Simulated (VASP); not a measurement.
Er3H, 4 atoms in the cell. Symmetry: Pm-3m, No. 221, cubic system. The conventional cell has a = 4.644 Å, b = 4.644 Å, c = 4.644 Å, α = 90.00°, β = 90.00°, γ = 90.00°. Er (site symmetry 4/mmm) has 8 Er at 3.28 Å and 4 H at 3.28 Å within 4.3 Å. Within 4.3 Å of H (site symmetry m-3m) lie 12 Er at 3.28 Å. The cell was built from a structure type or drawn by symmetry, and may not be a known phase.

```yaml
Program: VASP 6.6.1
Task: relaxation of cell and atoms
Functional: PBE
Potentials_or_basis: VASP PAW PBE potentials, release 64 (Er_3, H), 4f in core
Cutoff: 500 eV
k_mesh: 10 × 10 × 10
Occupations: gaussian, width 0.1 eV
Spin: no spin polarisation
Dipole_correction: no
Mended: yes
Further_INCAR_settings: ALGO = Normal; EDIFF = 1e-07; IBRION = 2; EDIFFG = -0.01; NSW = 100; ISIF = 3
```

Potentials or basis: VASP PAW PBE potentials, release 64 (Er_3, H), 4f in core.

Launch:

```sh
$ cat potpaw_PBE.64/Er_3/POTCAR potpaw_PBE.64/H/POTCAR > POTCAR
$ mpirun -np 1 vasp_std > vasp.out
```

Hardware: 1 thread of Intel(R) Xeon(R) 6975P-C (Granite Rapids), with other jobs on the host.

Question: How long does it take, and how much memory?

Answer: Run time: 100 s on 1 thread of Intel(R) Xeon(R) 6975P-C (Granite Rapids), on a shared host, peak memory 0.26 GiB. Counts: scf iterations 30, k points 56, ion steps 3.
